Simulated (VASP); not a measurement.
# TiSi (Cmmm) in VASP: notebook

The runs below take TiSi through single point, with r2SCAN.

Everything below comes from runs of VASP 6.6.1. Logs are shortened: lines on timing, memory, paths and dates and some standing lists are left out, and cuts for length are marked.

## (1) The cell of the first run

Symmetry: Cmmm, No. 65, orthorhombic system. Conventional cell: a = 3.687 Å, b = 4.299 Å, c = 3.690 Å, α = 90.00°, β = 90.00°, γ = 90.00°. Within 3.4 Å of Ti (site symmetry mmm) lie 8 Si at 2.61 to 2.83 Å and 4 Ti at 2.83 Å. Si (site symmetry mmm) has 8 Ti at 2.61 to 2.83 Å and 4 Si at 2.83 Å within 3.4 Å.

## (2) Single point, r2SCAN (strain +0.015 along x and y, -0.030 along z)

POSCAR

```
TiSi
1.0
    1.8434206700     -2.1493883600      0.0000000000
    1.8434206700      2.1493883600      0.0000000000
    0.0000000000      0.0000000000      3.6898159800
Ti Si
1 1
Direct
    0.5000000000      0.5000000000      0.0000000000
    0.0000000000      0.0000000000      0.5000000000
```

INCAR.step1

```
PREC = Accurate ; ENCUT = 520
ISMEAR = 0 ; SIGMA = 0.15
LREAL = False ; LASPH = True
NELM = 80 ; NBANDS = 15
GGA = PE ; ALGO = Normal
EDIFF = 1E-4 ; LWAVE = True
LCHARG = False
```

INCAR.step2

```
PREC = Accurate ; ENCUT = 520
EDIFF = 1E-7 ; ISMEAR = 0
SIGMA = 0.15 ; LREAL = False
LASPH = True ; NELM = 80
ALGO = Normal ; ISIF = 2
LWAVE = False ; LCHARG = False
METAGGA = R2SCAN ; LMIXTAU = True
NBANDS = 15 ; ISTART = 1
```

KPOINTS

```
Automatic mesh
0
Gamma
  18 18 12
```

Potentials or basis: VASP PAW PBE potentials, release 64 (Ti_sv, Si).

Launch:

```console
$ cat potpaw_PBE.64/Ti_sv/POTCAR potpaw_PBE.64/Si/POTCAR > POTCAR
$ cp INCAR.step1 INCAR
$ mpirun -np 1 vasp_std > vasp.out
$ cp INCAR.step2 INCAR
$ mpirun -np 1 vasp_std > vasp.out
```

OUTCAR:

```text
PREC = Accurate
   ENCUT = 520
   EDIFF = 1E-7
   ISMEAR = 0
   LREAL = False
   LASPH = True
   NELM = 80
   ISIF = 2
   METAGGA = R2SCAN
   ISTART = 1

 ion  position               nearest neighbor table
   1  0.500  0.500  0.000-   2 2.61   2 2.61   2 2.61   2 2.61   2 2.83   2 2.83   2 2.83   2 2.83

   2  0.000  0.000  0.500-   1 2.61   1 2.61   1 2.61   1 2.61   1 2.83   1 2.83   1 2.83   1 2.83

  LATTYP: Found a base centered orthorhombic cell.
 ALAT       =     3.6868413400
 B/A-ratio  =     1.1659782246
 C/A-ratio  =     1.0008068261

  Lattice vectors:

 A1 = (   1.8434206700,  -2.1493883600,   0.0000000000)
 A2 = (   1.8434206700,   2.1493883600,   0.0000000000)
 A3 = (   0.0000000000,   0.0000000000,   3.6898159800)

Analysis of symmetry for initial positions (statically):
=====================================================================
 Subroutine PRICEL returns:
 Original cell was already a primitive cell.

 Routine SETGRP: Setting up the symmetry group for a
 base centered orthorhombic supercell.

 Subroutine GETGRP returns: Found  8 space group operations
 (whereof  8 operations were pure point group operations)
 out of a pool of  8 trial point group operations.

The static configuration has the point symmetry D_2h.

Analysis of symmetry for dynamics (positions and initial velocities):
=====================================================================
 Subroutine PRICEL returns:
 Original cell was already a primitive cell.

 Routine SETGRP: Setting up the symmetry group for a
 base centered orthorhombic supercell.

 Subroutine GETGRP returns: Found  8 space group operations
 (whereof  8 operations were pure point group operations)
 out of a pool of  8 trial point group operations.

The dynamic configuration has the point symmetry D_2h.

 Subroutine INISYM returns: Found  8 space group operations
 (whereof  8 operations are pure point group operations),
 and found     1 'primitive' translations

----------------------------------------------------------------------------------------

                                     Primitive cell

  volume of cell :      29.2398

  direct lattice vectors                    reciprocal lattice vectors
     1.843420670 -2.149388360  0.000000000     0.271234889 -0.232624317  0.000000000
     1.843420670  2.149388360  0.000000000     0.271234889  0.232624317  0.000000000
     0.000000000  0.000000000  3.689815980     0.000000000  0.000000000  0.271016226

  length of vectors
     2.831619694  2.831619694  3.689815980     0.357326794  0.357326794  0.271016226

  position of ions in fractional coordinates (direct lattice)
     0.500000000  0.500000000  0.000000000
     0.000000000  0.000000000  0.500000000

  ion indices of the primitive-cell ions
   primitive index   ion index
                 1           1
                 2           2

----------------------------------------------------------------------------------------

 KPOINTS: Automatic mesh

Automatic generation of k-mesh.
 Grid dimensions read from file:
 generate k-points for:   18   18   12

 Generating k-lattice:

  Cartesian coordinates                     Fractional coordinates (reciprocal lattice)
     0.015068605 -0.012923573  0.000000000     0.055555556  0.000000000  0.000000000
     0.015068605  0.012923573  0.000000000     0.000000000  0.055555556  0.000000000
     0.000000000  0.000000000  0.022584685     0.000000000  0.000000000  0.083333333

  Length of vectors
     0.019851489  0.019851489  0.022584685

  Shift w.r.t. Gamma in fractional coordinates (k-lattice)
     0.000000000  0.000000000  0.000000000

 Subroutine IBZKPT returns following result:
 ===========================================

 Found    637 irreducible k-points:

 Following reciprocal coordinates:
            Coordinates               Weight
  0.000000  0.000000  0.000000      1.000000
  0.055556 -0.000000  0.000000      4.000000
  0.111111 -0.000000  0.000000      4.000000
  0.166667 -0.000000  0.000000      4.000000
  0.222222 -0.000000  0.000000      4.000000
  0.277778  0.000000  0.000000      4.000000
[... 16 lines left out ...]
 -0.277778  0.055556  0.000000      4.000000
 -0.222222  0.055556  0.000000      4.000000
 [... further k-points ...]
   k-points           NKPTS =    637   k-points in BZ     NKDIM =    637   number of bands    NBANDS=     15
   number of dos      NEDOS =    301   number of ions     NIONS =      2
   total plane-waves  NPLWV =  16128
   dimension x,y,z NGX =    24 NGY =   24 NGZ =   28
   dimension x,y,z NGXF=    48 NGYF=   48 NGZF=   56
   ions per type =               1   1
   NGX,Y,Z   is equivalent  to a cutoff of  14.09, 14.09, 12.62 a.u.
   NGXF,Y,Z  is equivalent  to a cutoff of  28.18, 28.18, 25.23 a.u.
 SYSTEM =  unknown system
   PREC   = accura    normal or accurate (medium, high low for compatibility)
   ISTART =      1    job   : 0-new  1-cont  2-samecut
   ICHARG =      0    charge: 1-file 2-atom 10-const
   ISPIN  =      1    spin polarized calculation?
   LNONCOLLINEAR =      F non collinear calculations
   LSORBIT =      F    spin-orbit coupling
   LASPH  =      T    aspherical Exc in radial PAW
   ENCUT  =  520.0 eV  38.22 Ry    6.18 a.u.   5.26  5.26  6.86*2*pi/ulx,y,z
   NELM   =     80;   NELMIN=  2; NELMDL=  0     # of ELM steps
   EDIFF  = 0.1E-06   stopping-criterion for ELM
   LREAL  =      F    real-space projection
   EDIFFG = 0.1E-05   stopping-criterion for IOM
   NSW    =      0    number of steps for IOM
   IBRION =     -1    ionic relax: 0-MD 1-quasi-New 2-CG
   NFREE  =      0    steps in history (QN), initial steepest desc. (CG)
   ISIF   =      2    stress and relaxation
   ISYM   =      2    0-nonsym 1-usesym 2-fastsym
   POTIM  = 0.5000    time-step for ionic-motion
   TEBEG  =    0.0;   TEEND  =   0.0 temperature during run
   PSTRESS=    0.0 pullay stress
   NELECT =      16.0000    total number of electrons
   NUPDOWN=      -1.0000    fix difference up-down
   EMIN   =  10.00;   EMAX   =-10.00  energy-range for DOS
   EFERMI =   0.00;   METHOD = LEGACY
   ISMEAR =     0;   SIGMA  =   0.15  broadening in eV -4-tet -1-fermi 0-gaus
   EFERMI_NEDOS =   21; number of points for ismear=-14 and -15
   IALGO  =     38    algorithm
   IMIX   =      4    mixing-type and parameters
     AMIX     =   0.40;   BMIX     =  1.00
     AMIX_MAG =   1.60;   BMIX_MAG =  1.00
  volume/ion in A,a.u.               =      14.62        98.66
  Fermi-wavevector in a.u.,A,eV,Ry     =   1.339029  2.530399 24.395246  1.793000
  Thomas-Fermi vector in A             =   2.467453
   LORBIT       =      0    0 simple, 1 ext, 2 COOP (PROOUT), +10 PAW based schemes
   METAGGA = R2SCAN    functional components
   LHFCALC =     F    Hartree Fock is set to
   AEXX    =    0.0000 exact exchange contribution
   IVDW    =     0    specifies the selected vdW correction
   LEPSILON=     F    determine dielectric tensor
   LRPA    =     F    only Hartree local field effects (RPA)
 non-spin polarized calculation
 Gauss-broadening in eV      SIGMA  =   0.15
  energy-cutoff  :      520.00
  volume of cell :       29.24
 maximum number of plane-waves:       800
 NGX is ok and might be reduce to    24
   NGX = 11   NGY = 11   NGZ = 13

 number of electron      15.9999993 magnetization

 Free energy of the ion-electron system (eV)
  ---------------------------------------------------
  ext. energy  EPLUGINS =         0.00000000
  ---------------------------------------------------
  free energy    TOTEN  =       -22.76613102 eV

  energy without entropy =      -22.75329085  energy(sigma->0) =      -22.75971094

 E-fermi :  10.1487     XC(G=0): -12.5952

 val. band max:       10.1484937755   @ k =   0.3333   0.2222   0.3333
 cond. band min:      10.1487942627   @ k =   0.5000   0.3333   0.1667
 fundamental gap:      0.0003004872
 Fermi energy:        10.1486533855

 k-point     1 :       0.0000    0.0000    0.0000
  band No.  band energies     occupation
      1     -48.9008      2.00000
      2     -24.2636      2.00000
      3     -23.8779      2.00000
      4     -23.7846      2.00000
      5      -2.1854      2.00000
      6       7.7643      2.00000
      7       8.8027      2.00000
      8       8.8538      2.00000
      9      11.8600      0.00000
     10      12.7014      0.00000
     11      13.2285      0.00000
     12      15.1882      0.00000
     13      16.0440      0.00000
     14      17.4193      0.00000
     15      19.0288      0.00000

 k-point     2 :       0.0556   -0.0000    0.0000
  band No.  band energies     occupation
      1     -48.8990      2.00000
      2     -24.2616      2.00000
      3     -23.8856      2.00000
      4     -23.7920      2.00000
      5      -2.1214      2.00000
      6       7.8086      2.00000
      7       8.7433      2.00000
      8       8.8466      2.00000
      9      11.9348      0.00000
     10      12.7169      0.00000
     11      13.1363      0.00000
     12      14.8903      0.00000
     13      15.9397      0.00000
     14      17.4183      0.00000
     15      19.4228      0.00000

 k-point     3 :       0.1111   -0.0000    0.0000
  band No.  band energies     occupation
      1     -48.8935      2.00000
      2     -24.2560      2.00000
      3     -23.9155      2.00000
      4     -23.8052      2.00000
      5      -1.9306      2.00000
      6       7.9272      2.00000
      7       8.5839      2.00000
      8       8.7964      2.00000
      9      12.1266      0.00000
     10      12.7803      0.00000
     11      12.9093      0.00000
     12      14.0457      0.00000
     13      16.0795      0.00000
     14      17.3884      0.00000
     15      20.0756      0.00000

 k-point     4 :       0.1667   -0.0000    0.0000
  band No.  band energies     occupation
      1     -48.8852      2.00000
      2     -24.2474      2.00000
      3     -23.9746      2.00000
      4     -23.8116      2.00000
      5      -1.6161      2.00000
      6       8.0427      2.00000
      7       8.3645      2.00000
      8       8.6479      2.00000
      9      12.3362      0.00000
     10      12.6451      0.00000
     11      12.9590      0.00000
     12      13.2193      0.00000
     13      16.3919      0.00000
     14      17.3102      0.00000
     15      20.5613      0.00000
[... 307 lines left out ...]
 k-point    22 :      -0.3333    0.0556    0.0000
  band No.  band energies     occupation
      1     -48.8523      2.00000
      2     -24.2182      2.00000
      3     -24.2135      2.00000
      4     -23.8164      2.00000
      5      -0.0420      2.00000
      6       6.1840      2.00000
      7       7.7903      2.00000
      8       9.1310      2.00000
      9      11.6262      0.00000
     10      12.3746      0.00000
     11      13.1659      0.00000
     12      14.4380      0.00000
     13      16.6560      0.00000
     14      18.2330      0.00000
     15      20.1549      0.00000

 k-point    23 :      -0.2778    0.0556    0.0000
  band No.  band energies     occupation
      1     -48.8626      2.00000
      2     -24.2242      2.00000
      3     -24.1357      2.00000
      4     -23.8208      2.00000
      5      -0.6727      2.00000
      6       7.1764      2.00000
      7       8.0059      2.00000
      8       8.9062      2.00000
      9      11.8331      0.00000
     10      12.2550      0.00000
     11      12.8035      0.00000
     12      13.9222      0.00000
     13      16.9754      0.00000
     14      17.6528      0.00000
     15      20.9529      0.00000

 k-point    24 :      -0.2222    0.0556    0.0000
  band No.  band energies     occupation
      1     -48.8735      2.00000
      2     -24.2355      2.00000
      3     -24.0484      2.00000
      4     -23.8249      2.00000
      5      -1.1995      2.00000
      6       7.9155      2.00000
      7       8.2443      2.00000
      8       8.7247      2.00000
      9      12.0402      0.00000
     10      12.0911      0.00000
     11      12.8413      0.00000
     12      13.5270      0.00000
     13      17.0751      0.00000
     14      17.1990      0.00000
     15      20.8811      0.00000

 [... further k-points ...]
[... 5 lines left out ...]
  --------------------------------------------------------------------------------------
  -------------------------------------------------------------------------------------
  Total       -0.4589404     -0.3590366      0.6546546      0.0000000      0.0000000      0.0000000
  in kB      -25.1473867    -19.6732131     35.8714360      0.0000000      0.0000000      0.0000000
  external PRESSURE =      -2.9830546 kB  Pullay stress =       0.0000000 kB

 VOLUME and BASIS-vectors are now :
 -----------------------------------------------------------------------------
  energy-cutoff  :      520.00
  volume of cell :       29.24
      direct lattice vectors                 reciprocal lattice vectors
     1.843420670 -2.149388360  0.000000000     0.271234889 -0.232624317  0.000000000
     1.843420670  2.149388360  0.000000000     0.271234889  0.232624317  0.000000000
     0.000000000  0.000000000  3.689815980     0.000000000  0.000000000  0.271016226

 POSITION                                       TOTAL-FORCE (eV/Angst)
 -----------------------------------------------------------------------------------
      1.84342      0.00000      0.00000         0.000000      0.000000      0.000000
      0.00000      0.00000      1.84491        -0.000000     -0.000000      0.000000
 -----------------------------------------------------------------------------------
    total drift:                               -0.000000     -0.000000     -0.000000

  FREE ENERGIE OF THE ION-ELECTRON SYSTEM (eV)
  ---------------------------------------------------
  free  energy   TOTEN  =       -22.7661310239 eV

  energy  without entropy=      -22.7532908526  energy(sigma->0) =      -22.75971094
```

It took 31 min on 1 thread of AMD EPYC 7R43 (Zen 3), shared host; peak memory 0.34 GiB.

Results:

```yaml
Free_energy: -22.7661 eV
Pressure: -0.3 GPa
Band_gap_on_the_k_mesh: zero (band 8 reaches 10.91 eV, above the bottom of band 9 at 9.42 eV)
```

Stress tensor (GPa, compression positive):
```
-2.51  0.00  0.00
 0.00 -1.97  0.00
 0.00  0.00  3.59
```

Caveat: the cell differs from its parent crystal (strain +0.015 along x and y, -0.030 along z); the PAW data sets were made with another functional, which shifts forces and pressure a little.

(Continued in part 2 of 2.)
